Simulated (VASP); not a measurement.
Input of a VASP 6.6.1 run:

File INCAR:

```
SYSTEM = Si
PREC = Accurate
ENCUT = 520
EDIFF = 1E-6
ISMEAR = 0
SIGMA = 0.02
LREAL = Auto
LASPH = .True.
NELM = 80
ALGO = Normal
ISIF = 2
LWAVE = .False.
LCHARG = .True.
GGA = PS
LELF = .True.
LVHAR = .True.
NBANDS = 86
```

File KPOINTS:

```
Automatic mesh
0
Gamma
  2 2 2
  0.5 0.5 0.5
```

POSCAR

```
Si
1.0
    5.4338340902     -5.4338340902      5.4338340902
   -5.4338340902      5.4338340902      5.4338340902
   -5.4338340902     -5.4338340902     -5.4338340902
Si
32
Direct
    0.2500000000      0.0000000000      0.5000000000
    0.5000000000      0.0000000000      0.2500000000
    0.7500000000      0.0000000000      0.0000000000
    0.0000000000      0.2500000000      0.5000000000
    0.2500000000      0.2500000000      0.2500000000
    0.0000000000      0.0000000000      0.7500000000
    0.7500000000      0.5000000000      0.5000000000
    0.5000000000      0.2500000000      0.0000000000
    0.7500000000      0.2500000000      0.7500000000
    0.0000000000      0.5000000000      0.2500000000
    0.5000000000      0.7500000000      0.5000000000
    0.2500000000      0.5000000000      0.0000000000
    0.7500000000      0.7500000000      0.2500000000
    0.5000000000      0.5000000000      0.7500000000
    0.0000000000      0.7500000000      0.0000000000
    0.2500000000      0.7500000000      0.7500000000
    0.2500000000      0.0000000000      0.7500000000
    0.5000000000      0.0000000000      0.5000000000
    0.7500000000      0.0000000000      0.2500000000
    0.0000000000      0.2500000000      0.7500000000
    0.2500000000      0.2500000000      0.5000000000
    0.0000000000      0.0000000000      0.0000000000
    0.7500000000      0.5000000000      0.7500000000
    0.5000000000      0.2500000000      0.2500000000
    0.7500000000      0.2500000000      0.0000000000
    0.0000000000      0.5000000000      0.5000000000
    0.5000000000      0.7500000000      0.7500000000
    0.2500000000      0.5000000000      0.2500000000
    0.7500000000      0.7500000000      0.5000000000
    0.5000000000      0.5000000000      0.0000000000
    0.0000000000      0.7500000000      0.2500000000
    0.2500000000      0.7500000000      0.0000000000
```

Potentials or basis: VASP PAW PBE potentials, release 64 (Si).

Command:

```bash
$ cat potpaw_PBE.64/Si/POTCAR > POTCAR
$ mpirun -np 1 vasp_std > vasp.out
```

**Question.** Estimate the pressure.

**Answer.** 0.1 GPa.

**Question.** Estimate the band gap on the k mesh.

**Answer.** 1.27 eV.

Caveat: the PAW data sets were made with another functional, which shifts forces and pressure a little. A k mesh can miss the band edges.
